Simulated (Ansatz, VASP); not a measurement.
**BN: VASP beside Ansatz**

```
B N
1.0
     0.00000    1.68244    1.68244
     1.68244    0.00000    1.68244
     1.68244    1.68244    0.00000
B N
1 1
Direct
  0.00000 0.00000 0.00000
  0.25000 0.25000 0.25000
```

Change from the starting cell: volume scaled by 0.8, PAW files.

Alike in both runs: task single point; functional PBE; k mesh 15 × 15 × 15; occupations fermi-dirac, width 0.05 eV; no spin polarisation.

```csv
,VASP,Ansatz
version,VASP 6.6.1,Ansatz 0.2.0
potentials or method,"VASP PAW PBE potentials, release 64 (B, N)","PAW with Ansatz's default frozen-core files, scalar-relativistic"
plane-wave cutoff (eV),520,420
valence electrons in the cell,8,8
```

|  | VASP | Ansatz | Ansatz less VASP |
| --- | --- | --- | --- |
| gap on the k mesh at the Fermi level (eV) | 4.73 | 4.75 | +0.022 |
| pressure (GPa) | 125.3 | 124.3 | -0.95 |

Both programs put the cell under a high pressure, so it lies far from rest at this level. The functional is the same, so the differences come from potentials, cutoffs and numerics.

Noted on VASP's run: the cell as given lies far from equilibrium.
